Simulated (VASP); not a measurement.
Wanted: the native input for a VASP 6.6.1 run.

```
Task                   : single point
Functional             : PBEsol
Dispersion             : D3(BJ)
Potentials or basis    : VASP PAW PBE potentials, release 64 (S)
Cutoff                 : 520 eV
k mesh                 : 2 × 2 × 2
Occupations            : gaussian, width 0.01 eV
Spin                   : no spin polarisation
Dipole correction      : no
Further INCAR settings : ALGO = Normal; EDIFF = 1e-06; NBANDS = 27
```

The structure of S lies in POSCAR:

```
S
1.0
    5.4090000000      3.1228880000      1.4266670000
   -5.4090000000      3.1228880000      1.4266670000
    0.0000000000     -6.2457750000      1.4266670000
S
6
Direct
    0.2509000000      0.1483000000      0.9173000000
    0.9173000000      0.2509000000      0.1483000000
    0.1483000000      0.9173000000      0.2509000000
    0.7491000000      0.8517000000      0.0827000000
    0.0827000000      0.7491000000      0.8517000000
    0.8517000000      0.0827000000      0.7491000000
```

One way to write it, as run:

INCAR

```
SYSTEM = S
PREC = Accurate
ENCUT = 520
EDIFF = 1E-6
ISMEAR = 0
SIGMA = 0.01
LREAL = .FALSE.
LASPH = .TRUE.
NELM = 80
ALGO = Normal
ISIF = 2
LWAVE = .FALSE.
LCHARG = .FALSE.
GGA = PS
IVDW = 12
NBANDS = 27
```

KPOINTS

```
regular mesh
0
G
  2 2 2
  0 0 0
```

Potentials or basis: VASP PAW PBE potentials, release 64 (S).

Run with:

```bash
$ cat potpaw_PBE.64/S/POTCAR > POTCAR
$ mpirun -np 1 vasp_std > vasp.out
```

It gave:

* Pressure: -1.2 GPa
* Largest force: 0.199 eV/Å
* Band gap on the k mesh: 2.16 eV
* Dispersion energy per atom: -0.196 eV

Caveat: the k points lie up to 0.81 Å⁻¹ apart; the PAW data sets were made with another functional, which shifts forces and pressure a little.

It took 18 s on 1 thread of Intel(R) Xeon(R) Platinum 8488C (Sapphire Rapids), with other jobs on the host, peak memory 0.3 GiB.
